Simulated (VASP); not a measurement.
Here is a VASP 6.6.1 calculation.

File INCAR:

```
PREC = Accurate
ENCUT = 500
EDIFF = 1E-6
ISMEAR = 1
SIGMA = 0.05
LREAL = F
LASPH = T
NELM = 120
ALGO = Normal
ISIF = 2
LWAVE = F
LCHARG = T
GGA = LIBXC
LIBXC1 = GGA_X_B88
LIBXC2 = GGA_C_PBE
LELF = T
LVHAR = T
NBANDS = 15
GGA_COMPAT = F
```

Contents of KPOINTS:

```
regular mesh
0
Gamma
  7 7 7
```

POSCAR

```
KBr
1.0
    4.0967090362      0.0000000000      0.0000000000
    0.0000000000      4.0967090362      0.0000000000
    0.0000000000      0.0000000000      4.0967090362
Br K
1 1
Direct
    0.5000000000      0.5000000000      0.5000000000
    0.0000000000      0.0000000000      0.0000000000
```

Potentials or basis: VASP PAW PBE potentials, release 64 (Br, K_sv).

Command:

```console
$ cat potpaw_PBE.64/Br/POTCAR potpaw_PBE.64/K_sv/POTCAR > POTCAR
$ mpirun -np 1 vasp_std > vasp.out
```

(1) Estimate the pressure.

(2) Predict the band gap on the k mesh.

Results:

(1) -0.2 GPa.

(2) 3.91 eV (least direct gap 4.14 eV).

Caveat: the PAW data sets were made with another functional, which shifts forces and pressure a little; an odd mesh through Γ misses points on the zone boundary, where band edges can lie.
